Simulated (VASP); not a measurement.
# Sn (P6_3/mmc) in VASP: further runs, part 2 of 2

VASP 6.6.1.

## Step 3: Single point, LDA

Input file INCAR:

```
SYSTEM = Sn
PREC = Accurate ; ENCUT = 520
EDIFF = 1E-6 ; ISMEAR = -1
SIGMA = 0.1 ; LREAL = .False.
LASPH = .True. ; NELM = 60
ALGO = Normal ; ISIF = 2
LWAVE = .False. ; LCHARG = .False.
NBANDS = 21
```

Input file KPOINTS:

```
Automatic mesh
0
Gamma
  14 14 8
  0 0 0
```

Input file POSCAR:

```
Sn
1.0
    3.0204887729      0.0000000000      0.0000000000
   -1.5102443865      2.6158200092      0.0000000000
    0.0000000000      0.0000000000      5.0424769268
Sn
2
Direct
    0.3333333333      0.6666666667      0.2500000000
    0.6666666667      0.3333333333      0.7500000000
```

Potentials or basis: VASP PAW LDA potentials, release 64 (Sn_d).

Command:

```
$ cat potpaw_LDA.64/Sn_d/POTCAR > POTCAR
$ mpirun -np 1 vasp_std > vasp.out
```

OUTCAR:

```text
SYSTEM = Sn
   PREC = Accurate
   ENCUT = 520
   EDIFF = 1E-6
   ISMEAR = -1
   LREAL = .False.
   LASPH = .True.
   NELM = 60
   ISIF = 2

 ion  position               nearest neighbor table
   1  0.333  0.667  0.250-   2 3.07   2 3.07   2 3.07   2 3.07   2 3.07   2 3.07
   2  0.667  0.333  0.750-   1 3.07   1 3.07   1 3.07   1 3.07   1 3.07   1 3.07

  LATTYP: Found a hexagonal cell.
 ALAT       =     3.0204887729
 C/A-ratio  =     1.6694241581

  Lattice vectors:

 A1 = (   3.0204887729,   0.0000000000,   0.0000000000)
 A2 = (  -1.5102443865,   2.6158200092,   0.0000000000)
 A3 = (   0.0000000000,   0.0000000000,   5.0424769268)

Analysis of symmetry for initial positions (statically):
=====================================================================
 Subroutine PRICEL returns:
 Original cell was already a primitive cell.

 Routine SETGRP: Setting up the symmetry group for a
 hexagonal supercell.

 Subroutine GETGRP returns: Found 24 space group operations
 (whereof 12 operations were pure point group operations)
 out of a pool of 24 trial point group operations.

The static configuration has the point symmetry D_3d.
 The point group associated with its full space group is D_6h.

Analysis of symmetry for dynamics (positions and initial velocities):
=====================================================================
 Subroutine PRICEL returns:
 Original cell was already a primitive cell.

 Routine SETGRP: Setting up the symmetry group for a
 hexagonal supercell.

 Subroutine GETGRP returns: Found 24 space group operations
 (whereof 12 operations were pure point group operations)
 out of a pool of 24 trial point group operations.

The dynamic configuration has the point symmetry D_3d.
 The point group associated with its full space group is D_6h.

 Subroutine INISYM returns: Found 24 space group operations
 (whereof 12 operations are pure point group operations),
 and found     1 'primitive' translations

----------------------------------------------------------------------------------------

                                     Primitive cell

  volume of cell :      39.8409

  direct lattice vectors                    reciprocal lattice vectors
     3.020488773  0.000000000  0.000000000     0.331072245  0.191144650  0.000000000
    -1.510244386  2.615820009  0.000000000     0.000000000  0.382289300  0.000000000
     0.000000000  0.000000000  5.042476927     0.000000000  0.000000000  0.198315236

  length of vectors
     3.020488773  3.020488773  5.042476927     0.382289300  0.382289300  0.198315236

  position of ions in fractional coordinates (direct lattice)
     0.333333333  0.666666667  0.250000000
     0.666666667  0.333333333  0.750000000

  ion indices of the primitive-cell ions
   primitive index   ion index
                 1           1
                 2           2

----------------------------------------------------------------------------------------

 KPOINTS: Automatic mesh

Automatic generation of k-mesh.
 Grid dimensions read from file:
 generate k-points for:   14   14    8

 Generating k-lattice:

  Cartesian coordinates                     Fractional coordinates (reciprocal lattice)
     0.023648018  0.013653189  0.000000000     0.071428571  0.000000000  0.000000000
     0.000000000  0.027306379  0.000000000     0.000000000  0.071428571  0.000000000
     0.000000000  0.000000000  0.024789404     0.000000000  0.000000000  0.125000000

  Length of vectors
     0.027306379  0.027306379  0.024789404

  Shift w.r.t. Gamma in fractional coordinates (k-lattice)
     0.000000000  0.000000000  0.000000000

 Subroutine IBZKPT returns following result:
 ===========================================

 Found    120 irreducible k-points:

 Following reciprocal coordinates:
            Coordinates               Weight
  0.000000  0.000000  0.000000      1.000000
  0.071429 -0.000000  0.000000      6.000000
  0.142857  0.000000  0.000000      6.000000
  0.214286  0.000000  0.000000      6.000000
  0.285714 -0.000000  0.000000      6.000000
  0.357143  0.000000  0.000000      6.000000
[... 16 lines left out ...]
  0.285714  0.285714  0.000000      6.000000
  0.357143  0.285714  0.000000      6.000000
 [... further k-points ...]
   k-points           NKPTS =    120   k-points in BZ     NKDIM =    120   number of bands    NBANDS=     21
   number of dos      NEDOS =    301   number of ions     NIONS =      2
   total plane-waves  NPLWV =  23040
   dimension x,y,z NGX =    24 NGY =   24 NGZ =   40
   dimension x,y,z NGXF=    48 NGYF=   48 NGZF=   80
   ions per type =               2
   NGX,Y,Z   is equivalent  to a cutoff of  13.21, 13.21, 13.19 a.u.
   NGXF,Y,Z  is equivalent  to a cutoff of  26.42, 26.42, 26.38 a.u.
 SYSTEM =  Sn
   PREC   = accura    normal or accurate (medium, high low for compatibility)
   ISTART =      0    job   : 0-new  1-cont  2-samecut
   ICHARG =      2    charge: 1-file 2-atom 10-const
   ISPIN  =      1    spin polarized calculation?
   LNONCOLLINEAR =      F non collinear calculations
   LSORBIT =      F    spin-orbit coupling
   LASPH  =      T    aspherical Exc in radial PAW
   ENCUT  =  520.0 eV  38.22 Ry    6.18 a.u.   5.62  5.62  9.38*2*pi/ulx,y,z
   NELM   =     60;   NELMIN=  2; NELMDL= -5     # of ELM steps
   EDIFF  = 0.1E-05   stopping-criterion for ELM
   LREAL  =      F    real-space projection
   EDIFFG = 0.1E-04   stopping-criterion for IOM
   NSW    =      0    number of steps for IOM
   IBRION =     -1    ionic relax: 0-MD 1-quasi-New 2-CG
   NFREE  =      0    steps in history (QN), initial steepest desc. (CG)
   ISIF   =      2    stress and relaxation
   ISYM   =      2    0-nonsym 1-usesym 2-fastsym
   POTIM  = 0.5000    time-step for ionic-motion
   TEBEG  =    0.0;   TEEND  =   0.0 temperature during run
   PSTRESS=    0.0 pullay stress
   NELECT =      28.0000    total number of electrons
   NUPDOWN=      -1.0000    fix difference up-down
   EMIN   =  10.00;   EMAX   =-10.00  energy-range for DOS
   EFERMI =   0.00;   METHOD = LEGACY
   ISMEAR =    -1;   SIGMA  =   0.10  broadening in eV -4-tet -1-fermi 0-gaus
   EFERMI_NEDOS =   21; number of points for ismear=-14 and -15
   IALGO  =     38    algorithm
   IMIX   =      4    mixing-type and parameters
     AMIX     =   0.40;   BMIX     =  1.00
     AMIX_MAG =   1.60;   BMIX_MAG =  1.00
  volume/ion in A,a.u.               =      19.92       134.43
  Fermi-wavevector in a.u.,A,eV,Ry     =   1.455519  2.750532 28.824421  2.118535
  Thomas-Fermi vector in A             =   2.572544
   LORBIT       =      0    0 simple, 1 ext, 2 COOP (PROOUT), +10 PAW based schemes
   GGA     = CA    functional components
   LHFCALC =     F    Hartree Fock is set to
   AEXX    =    0.0000 exact exchange contribution
   IVDW    =     0    specifies the selected vdW correction
   LEPSILON=     F    determine dielectric tensor
   LRPA    =     F    only Hartree local field effects (RPA)
 non-spin polarized calculation
  energy-cutoff  :      520.00
  volume of cell :       39.84
 maximum number of plane-waves:      1099
 NGX is ok and might be reduce to    24

 number of electron      28.0000008 magnetization

 Free energy of the ion-electron system (eV)
  ---------------------------------------------------
  ext. energy  EPLUGINS =         0.00000000
  ---------------------------------------------------
  free energy    TOTEN  =        -8.15502189 eV

  energy without entropy =       -8.12493912  energy(sigma->0) =       -8.13998051

 E-fermi :  12.2983     XC(G=0): -12.1498

 val. band max:       12.2662017099   @ k =   0.2143   0.0714   0.3750
 cond. band min:      12.3354890784   @ k =   0.2857   0.1429   0.0000
 fundamental gap:      0.0692873685
 Fermi energy:        12.2983445012

 k-point     1 :       0.0000    0.0000    0.0000
  band No.  band energies     occupation
      1      -9.6023      2.00000
      2      -9.5650      2.00000
      3      -9.5236      2.00000
      4      -9.5236      2.00000
      5      -9.4933      2.00000
      6      -9.4933      2.00000
[... 13 lines left out ...]
     20      23.5228      0.00000
     21      26.2089      0.00000
[... 529 lines left out ...]
 k-point    24 :       0.3571    0.2857    0.0000
  band No.  band energies     occupation
      1      -9.6596      2.00000
      2      -9.5110      2.00000
      3      -9.4569      2.00000
      4      -9.4468      2.00000
      5      -9.4233      2.00000
      6      -9.3626      2.00000
[... 13 lines left out ...]
     20      27.6312      0.00000
     21      29.3884      0.00000

 [... further k-points ...]

------------------------ aborting loop because EDIFF is reached ----------------------------------------

  FORCE on cell =-STRESS in cart. coord.  units (eV):
  Direction    XX          YY          ZZ          XY          YZ          ZX
  --------------------------------------------------------------------------------------
  -------------------------------------------------------------------------------------
  Total        6.7590546      6.7590546      6.7413431     -0.0000000      0.0000000      0.0000000
  in kB      271.8113174    271.8113174    271.0990611     -0.0000000      0.0000000      0.0000000
  external PRESSURE =     271.5738987 kB  Pullay stress =       0.0000000 kB

 VOLUME and BASIS-vectors are now :
 -----------------------------------------------------------------------------
  energy-cutoff  :      520.00
  volume of cell :       39.84
      direct lattice vectors                 reciprocal lattice vectors
     3.020488773  0.000000000  0.000000000     0.331072245  0.191144650  0.000000000
    -1.510244386  2.615820009  0.000000000     0.000000000  0.382289300  0.000000000
     0.000000000  0.000000000  5.042476927     0.000000000  0.000000000  0.198315236

 POSITION                                       TOTAL-FORCE (eV/Angst)
 -----------------------------------------------------------------------------------
     -0.00000      1.74388      1.26062         0.000000      0.000000      0.000000
      1.51024      0.87194      3.78186        -0.000000     -0.000000      0.000000
 -----------------------------------------------------------------------------------
    total drift:                               -0.000000      0.000000      0.000000

  FREE ENERGIE OF THE ION-ELECTRON SYSTEM (eV)
  ---------------------------------------------------
  free  energy   TOTEN  =        -8.1550218876 eV

  energy  without entropy=       -8.1249391231  energy(sigma->0) =       -8.13998051
```

OSZICAR:

```text
N       E                     dE             d eps       ncg     rms          rms(c)
DAV:   1     0.218655474863E+03    0.21866E+03   -0.14574E+04  5230   0.235E+03
DAV:   2     0.132294384679E+02   -0.20543E+03   -0.20034E+03  5080   0.460E+02
DAV:   3    -0.765241331094E+01   -0.20882E+02   -0.20679E+02  5650   0.132E+02
DAV:   4    -0.821954880728E+01   -0.56714E+00   -0.56660E+00  5929   0.237E+01
DAV:   5    -0.823881719606E+01   -0.19268E-01   -0.19268E-01  6734   0.421E+00    0.346E+00
DAV:   6    -0.818219174131E+01    0.56625E-01   -0.40789E-02  6917   0.311E+00    0.188E+00
DAV:   7    -0.815610402542E+01    0.26088E-01   -0.23335E-02  6950   0.230E+00    0.159E-01
DAV:   8    -0.815502579949E+01    0.10782E-02   -0.21136E-03  6853   0.692E-01    0.253E-02
DAV:   9    -0.815502493170E+01    0.86779E-06   -0.42358E-05  6683   0.525E-02    0.137E-02
DAV:  10    -0.815502183386E+01    0.30978E-05   -0.14739E-06  4519   0.144E-02    0.230E-03
DAV:  11    -0.815502188755E+01   -0.53686E-07   -0.51008E-07  3445   0.959E-03
   1 F= -.81550219E+01 E0= -.81399805E+01  d E =-.300828E-01
```

Run time: 80 s. Hardware: 1 thread of Intel Xeon 8259CL, shared host; peak memory 0.2 GiB.

What came out:

```yaml
Free_energy: -8.1550 eV
Pressure: 27.2 GPa
Band_gap_on_the_k_mesh: zero (bands 14 and 15 overlap by 11.08 eV)
```

Caveat: the cell stands under pressure; spin-orbit coupling is left out, which moves the levels of the heavy elements.

## Step 4: Single point, LDA

This run uses another cell than the first one: it holds 4 atoms, not 2.

Input file INCAR:

```
SYSTEM = Sn
ALGO     = Normal         ! electronic algorithm
EDIFF    = 1E-6           ! SCF threshold, eV
ENCUT    = 520            ! plane-wave cutoff, eV
ISIF     = 2              ! what is computed and relaxed
ISMEAR   = -1             ! smearing method
LASPH    = .TRUE.         ! aspherical terms in the spheres
LCHARG   = .FALSE.        ! write CHGCAR
LREAL    = .FALSE.        ! projectors in reciprocal space
LWAVE    = .FALSE.        ! write WAVECAR
NBANDS   = 36             ! bands
NELM     = 80             ! most SCF steps
PREC     = Accurate       ! precision mode
SIGMA    = 0.1            ! smearing width, eV
```

Input file KPOINTS:

```
k-points
0
G
  11 11 3
  0 0 0
```

Input file POSCAR:

```
Sn
1.0
    3.0389456954      0.0000000000      0.0000000000
   -1.5194728477      2.6318041730      0.0000000000
    0.0000000000      0.0000000000      9.9890784328
Sn
4
Direct
    0.0000000000      0.0000000000      0.0000000000
    0.0000000000      0.0000000000      0.5000000000
    0.3333333333      0.6666666667      0.2500000000
    0.6666666667      0.3333333333      0.7500000000
```

Potentials or basis: VASP PAW LDA potentials, release 64 (Sn_d).

Command:

```
$ cat potpaw_LDA.64/Sn_d/POTCAR > POTCAR
$ mpirun -np 1 vasp_std > vasp.out
```

OUTCAR:

```text
SYSTEM = Sn
   EDIFF = 1E-6
   ENCUT = 520
   ISIF = 2
   ISMEAR = -1
   LASPH = .TRUE.
   LREAL = .FALSE.
   NELM = 80
   PREC = Accurate

 ion  position               nearest neighbor table
   1  0.000  0.000  0.000-   3 3.05   4 3.05   4 3.05   3 3.05   4 3.05   3 3.05
   2  0.000  0.000  0.500-   3 3.05   4 3.05   4 3.05   3 3.05   4 3.05   3 3.05
   3  0.333  0.667  0.250-   1 3.05   2 3.05   1 3.05   2 3.05   1 3.05   2 3.05
   4  0.667  0.333  0.750-   1 3.05   2 3.05   1 3.05   2 3.05   1 3.05   2 3.05

  LATTYP: Found a hexagonal cell.
 ALAT       =     3.0389456954
[... 1137 lines left out ...]
  --------------------------------------------------------------------------------------
  -------------------------------------------------------------------------------------
  Total       13.5760149     13.5760149     13.5769120      0.0000000      0.0000000      0.0000000
  in kB      272.2581902    272.2581902    272.2761827      0.0000000      0.0000000      0.0000000
  external PRESSURE =     272.2641877 kB  Pullay stress =       0.0000000 kB

 VOLUME and BASIS-vectors are now :
 -----------------------------------------------------------------------------
  energy-cutoff  :      520.00
  volume of cell :       79.89
      direct lattice vectors                 reciprocal lattice vectors
     3.038945695  0.000000000  0.000000000     0.329061490  0.189983740  0.000000000
    -1.519472848  2.631804173  0.000000000     0.000000000  0.379967480  0.000000000
     0.000000000  0.000000000  9.989078433     0.000000000  0.000000000  0.100109335

 POSITION                                       TOTAL-FORCE (eV/Angst)
 -----------------------------------------------------------------------------------
      0.00000      0.00000      0.00000         0.000000      0.000000      0.000000
      0.00000      0.00000      4.99454         0.000000      0.000000      0.000000
     -0.00000      1.75454      2.49727        -0.000000     -0.000000     -0.000000
      1.51947      0.87727      7.49181         0.000000      0.000000      0.000000
 -----------------------------------------------------------------------------------
    total drift:                               -0.000000      0.000000     -0.000000

  FREE ENERGIE OF THE ION-ELECTRON SYSTEM (eV)
  ---------------------------------------------------
  free  energy   TOTEN  =       -16.3007243471 eV

  energy  without entropy=      -16.2574956172  energy(sigma->0) =      -16.27910998
```

It took 92 s on 1 thread of Intel Xeon 8259CL, shared host; peak memory 0.2 GiB.

What came out:

```
Free energy            : -16.3007 eV
Pressure               : 27.2 GPa
Band gap on the k mesh : zero (bands 28 and 29 overlap by 10.26 eV)
```

Levels at points of the mesh, in eV from the Fermi level:
| k point | band 24 | band 25 | band 26 | band 27 | band 28 | band 29 | band 30 | band 31 | band 32 | band 33 |
| --- | --- | --- | --- | --- | --- | --- | --- | --- | --- | --- |
| (0.00, 0.00, 0.00) | -7.58 | -6.58 | 1.21 | 1.21 | 7.64 | 7.64 | 8.68 | 8.68 | 8.86 | 8.86 |

Caveat: the cell stands under pressure; spin-orbit coupling is left out, which moves the levels of the heavy elements.

## Step 5: Single point, LDA

This run uses another cell than the first one: it holds 4 atoms, not 2.

Input file INCAR:

```
PREC     = Accurate       # precision mode
ENCUT    = 520            # plane-wave cutoff, eV
EDIFF    = 1E-6           # SCF threshold, eV
ISMEAR   = -1             # smearing method
SIGMA    = 0.1            # smearing width, eV
LREAL    = F              # projectors in reciprocal space
LASPH    = T              # aspherical terms in the spheres
NELM     = 60             # most SCF steps
ALGO     = Normal         # electronic algorithm
ISIF     = 2              # what is computed and relaxed
LWAVE    = F              # write WAVECAR
LCHARG   = F              # write CHGCAR
GGA      = CA             # functional
NBANDS   = 36             # bands
```

Input file KPOINTS:

```
regular mesh
0
Gamma
  11 11 3
```

POSCAR is that of step 4.

Command:

```
$ cat potpaw_LDA.64/Sn_d/POTCAR > POTCAR
$ mpirun -np 1 vasp_std > vasp.out
```

It took 80 s on 1 thread of Intel Xeon 8259CL, shared host; peak memory 0.2 GiB.

The run converged. Its results:

| Item | Value |
| --- | --- |
| Free energy | -16.3007 eV |
| Pressure | 27.2 GPa |
| Band gap on the k mesh | zero (bands 28 and 29 overlap by 10.26 eV) |

Levels at points of the mesh, in eV from the Fermi level:
| k point | band 24 | band 25 | band 26 | band 27 | band 28 | band 29 | band 30 | band 31 | band 32 | band 33 |
| --- | --- | --- | --- | --- | --- | --- | --- | --- | --- | --- |
| (0.00, 0.00, 0.00) | -7.58 | -6.58 | 1.21 | 1.21 | 7.64 | 7.64 | 8.68 | 8.68 | 8.86 | 8.86 |

Caveat: the cell stands under pressure; spin-orbit coupling is left out, which moves the levels of the heavy elements.

The gap in the log of VASP goes by the Fermi energy; the results here count the filled bands.